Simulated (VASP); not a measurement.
A run of VASP 6.6.1:

INCAR

```
ALGO = Normal
EDIFF = 1E-7
ENCUT = 520
GGA = PE
ISIF = 2
ISMEAR = -1
LASPH = T
LCHARG = F
LREAL = F
LWAVE = F
NBANDS = 11
NELM = 60
PREC = Accurate
SIGMA = 0.08
```

File KPOINTS:

```
k-points
0
Gamma
  15 15 15
```

The input POSCAR:

```
Hf
1.0
    2.5656475152      0.0000000000      0.0000000000
    0.0000000000      2.5656475152      0.0000000000
    0.0000000000      0.0000000000      2.5656475152
Hf
1
Direct
    0.0000000000      0.0000000000      0.0000000000
```

Potentials or basis: VASP PAW PBE potentials, release 64 (Hf_pv).

Launch:

```sh
$ cat potpaw_PBE.64/Hf_pv/POTCAR > POTCAR
$ mpirun -np 1 vasp_std > vasp.out
```

Hardware: 1 thread of Intel(R) Xeon(R) Platinum 8259CL CPU @ 2.50GHz (Skylake/Cascade Lake), with other jobs on the host.

Estimate the wall time of this run.

Run time: 22 s on 1 thread of Intel(R) Xeon(R) Platinum 8259CL CPU @ 2.50GHz (Skylake/Cascade Lake) (shared host), peak memory 0.14 GiB. Counts: scf iterations 12, k points 120.
